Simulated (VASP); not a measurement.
# BN (Fmm2) in VASP: further runs, part 2 of 2

VASP 6.6.1. Earlier steps stand in the parts before.

**5. Single point, PBE+D3(BJ) (all N atoms moved +0.175 Å, as atom 2 along Cartesian [0 0 1])**

INCAR

```
PREC     = Accurate       # precision mode
ENCUT    = 520            # plane-wave cutoff, eV
EDIFF    = 1E-7           # SCF threshold, eV
ISMEAR   = 0              # smearing method
SIGMA    = 0.05           # smearing width, eV
LREAL    = False          # projectors in reciprocal space
LASPH    = True           # aspherical terms in the spheres
NELM     = 80             # most SCF steps
ALGO     = Normal         # electronic algorithm
ISIF     = 2              # what is computed and relaxed
LWAVE    = False          # write WAVECAR
LCHARG   = False          # write CHGCAR
GGA      = PE             # functional
IVDW     = 12             # dispersion correction
NBANDS   = 11             # bands
```

KPOINTS

```
regular mesh
0
Gamma
  12 12 12
```

POSCAR

```
BN
1.0
    0.0000000000      3.3394821895      2.1688319106
    1.2538424675      0.0000000000      2.1688319106
    1.2538424675      3.3394821895      0.0000000000
B N
1 1
Direct
    0.0001068737      0.0001068737      0.9998931263
    0.7069374139      0.7069374139      0.2930625861
```

Potentials or basis: VASP PAW PBE potentials, release 64 (B, N).

Command:

```bash
$ cat potpaw_PBE.64/B/POTCAR potpaw_PBE.64/N/POTCAR > POTCAR
$ mpirun -np 1 vasp_std > vasp.out
```

OUTCAR:

```text
PREC = Accurate
   ENCUT = 520
   EDIFF = 1E-7
   ISMEAR = 0
   LREAL = False
   LASPH = True
   NELM = 80
   ISIF = 2
   GGA = PE
   IVDW = 12
 IVDW          = 12

 ion  position               nearest neighbor table
   1  0.000  0.000  1.000-   2 1.27   2 1.54   2 1.54
   2  0.707  0.707  0.293-   1 1.27   1 1.54   1 1.54

  LATTYP: Found a face centered orthorhombic cell.
 ALAT       =     2.5076849350
 B/A-ratio  =     1.7297483271
 C/A-ratio  =     2.6633985338

  Lattice vectors:

 A1 = (   0.0000000000,   3.3394821895,   2.1688319106)
 A2 = (  -1.2538424675,   3.3394821895,   0.0000000000)
 A3 = (  -1.2538424675,   0.0000000000,   2.1688319106)

Analysis of symmetry for initial positions (statically):
=====================================================================
 Subroutine PRICEL returns:
 Original cell was already a primitive cell.

 Routine SETGRP: Setting up the symmetry group for a
 face centered orthorhombic supercell.

 Subroutine GETGRP returns: Found  4 space group operations
 (whereof  4 operations were pure point group operations)
 out of a pool of  8 trial point group operations.

The static configuration has the point symmetry C_2v.

Analysis of symmetry for dynamics (positions and initial velocities):
=====================================================================
 Subroutine PRICEL returns:
 Original cell was already a primitive cell.

 Routine SETGRP: Setting up the symmetry group for a
 face centered orthorhombic supercell.

 Subroutine GETGRP returns: Found  4 space group operations
 (whereof  4 operations were pure point group operations)
 out of a pool of  8 trial point group operations.

The dynamic configuration has the point symmetry C_2v.

 Subroutine INISYM returns: Found  4 space group operations
 (whereof  4 operations are pure point group operations),
 and found     1 'primitive' translations

----------------------------------------------------------------------------------------

                                     Primitive cell

  volume of cell :      18.1626

  direct lattice vectors                    reciprocal lattice vectors
     0.000000000  3.339482189  2.168831911    -0.398774179  0.149723811  0.230538843
     1.253842467  0.000000000  2.168831911     0.398774179 -0.149723811  0.230538843
     1.253842467  3.339482189  0.000000000     0.398774179  0.149723811 -0.230538843

  length of vectors
     3.981955945  2.505185181  3.567108385     0.484341020  0.484341020  0.484341020

  position of ions in fractional coordinates (direct lattice)
     0.000106874  0.000106874  0.999893126
     0.706937414  0.706937414  0.293062586

  ion indices of the primitive-cell ions
   primitive index   ion index
                 1           1
                 2           2

----------------------------------------------------------------------------------------

 KPOINTS: regular mesh

Automatic generation of k-mesh.
 Grid dimensions read from file:
 generate k-points for:   12   12   12

 Generating k-lattice:

  Cartesian coordinates                     Fractional coordinates (reciprocal lattice)
    -0.033231182  0.012476984  0.019211570     0.083333333  0.000000000 -0.000000000
[... 41 lines left out ...]
   k-points           NKPTS =    280   k-points in BZ     NKDIM =    280   number of bands    NBANDS=     11
   number of dos      NEDOS =    301   number of ions     NIONS =      2
   total plane-waves  NPLWV =  16800
   dimension x,y,z NGX =    30 NGY =   20 NGZ =   28
   dimension x,y,z NGXF=    60 NGYF=   40 NGZF=   56
   ions per type =               1   1
   NGX,Y,Z   is equivalent  to a cutoff of  12.52, 13.27, 13.05 a.u.
   NGXF,Y,Z  is equivalent  to a cutoff of  25.05, 26.54, 26.10 a.u.
 SYSTEM =  unknown system
   PREC   = accura    normal or accurate (medium, high low for compatibility)
   ISTART =      0    job   : 0-new  1-cont  2-samecut
   ICHARG =      2    charge: 1-file 2-atom 10-const
   ISPIN  =      1    spin polarized calculation?
   LNONCOLLINEAR =      F non collinear calculations
   LSORBIT =      F    spin-orbit coupling
   LASPH  =      T    aspherical Exc in radial PAW
   ENCUT  =  520.0 eV  38.22 Ry    6.18 a.u.   7.40  4.66  6.63*2*pi/ulx,y,z
   NELM   =     80;   NELMIN=  2; NELMDL= -5     # of ELM steps
   EDIFF  = 0.1E-06   stopping-criterion for ELM
   LREAL  =      F    real-space projection
   EDIFFG = 0.1E-05   stopping-criterion for IOM
   NSW    =      0    number of steps for IOM
   IBRION =     -1    ionic relax: 0-MD 1-quasi-New 2-CG
   NFREE  =      0    steps in history (QN), initial steepest desc. (CG)
   ISIF   =      2    stress and relaxation
   ISYM   =      2    0-nonsym 1-usesym 2-fastsym
   POTIM  = 0.5000    time-step for ionic-motion
   TEBEG  =    0.0;   TEEND  =   0.0 temperature during run
   PSTRESS=    0.0 pullay stress
   NELECT =       8.0000    total number of electrons
   NUPDOWN=      -1.0000    fix difference up-down
   EMIN   =  10.00;   EMAX   =-10.00  energy-range for DOS
   EFERMI =   0.00;   METHOD = LEGACY
   ISMEAR =     0;   SIGMA  =   0.05  broadening in eV -4-tet -1-fermi 0-gaus
   EFERMI_NEDOS =   21; number of points for ismear=-14 and -15
   IALGO  =     38    algorithm
   IMIX   =      4    mixing-type and parameters
     AMIX     =   0.40;   BMIX     =  1.00
     AMIX_MAG =   1.60;   BMIX_MAG =  1.00
  volume/ion in A,a.u.               =       9.08        61.28
  Fermi-wavevector in a.u.,A,eV,Ry     =   1.245601  2.353844 21.109725  1.551521
  Thomas-Fermi vector in A             =   2.379816
   LORBIT       =      0    0 simple, 1 ext, 2 COOP (PROOUT), +10 PAW based schemes
   GGA     = PE    functional components
   LHFCALC =     F    Hartree Fock is set to
   AEXX    =    0.0000 exact exchange contribution
   IVDW    =    12    specifies the selected vdW correction
   LEPSILON=     F    determine dielectric tensor
   LRPA    =     F    only Hartree local field effects (RPA)
 non-spin polarized calculation
 Gauss-broadening in eV      SIGMA  =   0.05
  energy-cutoff  :      520.00
  volume of cell :       18.16
 maximum number of plane-waves:       505
 NGX is ok and might be reduce to    30
   NGX = 15   NGY =  9   NGZ = 13

 number of electron       8.0000000 magnetization

 Free energy of the ion-electron system (eV)
  ---------------------------------------------------
  ext. energy  EPLUGINS =         0.00000000
  ---------------------------------------------------
  free energy    TOTEN  =       -16.81582520 eV

  energy without entropy =      -16.81582520  energy(sigma->0) =      -16.81582520

 E-fermi :   3.0222     XC(G=0): -10.0095

 val. band max:        2.7519673479   @ k =   0.0000   0.0000   0.0000
 cond. band min:       4.9551171714   @ k =   0.0000   0.5000   0.5000
 fundamental gap:      2.2031498234
 Fermi energy:         3.0221665073

 k-point     1 :       0.0000    0.0000    0.0000
  band No.  band energies     occupation
      1     -15.6171      2.00000
      2      -2.0307      2.00000
      3      -0.9936      2.00000
      4       2.7520      2.00000
      5       7.3971      0.00000
      6      11.4687      0.00000
      7      15.5016      0.00000
      8      15.5899      0.00000
      9      17.9383      0.00000
     10      27.7195      0.00000
     11      28.8583      0.00000
[... 309 lines left out ...]
 k-point    24 :      -0.4167    0.1667    0.0000
  band No.  band energies     occupation
      1     -12.2567      2.00000
      2      -6.2035      2.00000
      3      -3.3543      2.00000
      4       1.2074      2.00000
      5       7.7425      0.00000
      6      12.6668      0.00000
      7      15.4887      0.00000
      8      17.6598      0.00000
      9      20.7824      0.00000
     10      23.6071      0.00000
     11      25.5040      0.00000

 [... further k-points ...]

------------------------ aborting loop because EDIFF is reached ----------------------------------------

 Edisp (eV)   -0.28006

 E8    (eV) :    -0.0820

  FORCE on cell =-STRESS in cart. coord.  units (eV):
  Direction    XX          YY          ZZ          XY          YZ          ZX
  --------------------------------------------------------------------------------------
  -------------------------------------------------------------------------------------
  Total      -0.83143    -0.00631     5.61985     0.00000     0.00000     0.00000
  in kB     -73.34333    -0.55636   495.74412     0.00000     0.00000     0.00000
  external pressure =      140.61 kB  Pullay stress =        0.00 kB

 VOLUME and BASIS-vectors are now :
 -----------------------------------------------------------------------------
  energy-cutoff  :      520.00
  volume of cell :       18.16
      direct lattice vectors                 reciprocal lattice vectors
     0.000000000  3.339482189  2.168831911    -0.398774179  0.149723811  0.230538843
     1.253842467  0.000000000  2.168831911     0.398774179 -0.149723811  0.230538843
     1.253842467  3.339482189  0.000000000     0.398774179  0.149723811 -0.230538843

 POSITION                                       TOTAL-FORCE (eV/Angst)
 -----------------------------------------------------------------------------------
      1.25384      3.33948      0.00046         0.000000      0.000000      9.594317
      1.25384      3.33948      3.06646         0.000000      0.000000     -9.594317
 -----------------------------------------------------------------------------------
    total drift:                               -0.000002      0.000009      0.000177

  FREE ENERGIE OF THE ION-ELECTRON SYSTEM (eV)
  ---------------------------------------------------
  free  energy   TOTEN  =       -17.0958888548 eV

  energy  without entropy=      -17.0958888548  energy(sigma->0) =      -17.09588885
```

Wall time 40 s (1 thread of AMD EPYC 9R45 (Zen 5), shared host); peak memory 0.16 GiB.

Results:

```
Free energy                : -17.0959 eV
Pressure                   : 14.1 GPa
Largest force              : 9.594 eV/Å
Band gap on the k mesh     : 2.20 eV, indirect (least direct gap 3.78 eV)
Dispersion energy per atom : -0.140 eV
```

Forces on the atoms (eV/Å):
```
B    0.000  0.000  9.594
N    0.000  0.000 -9.594
```

Caveat: the cell differs from its parent crystal (all N atoms moved +0.175 Å, as atom 2 along Cartesian [0 0 1]); forces of over 1 eV/Å act on the atoms, so gaps and moduli don't describe the material at rest. A k mesh can miss the band edges.
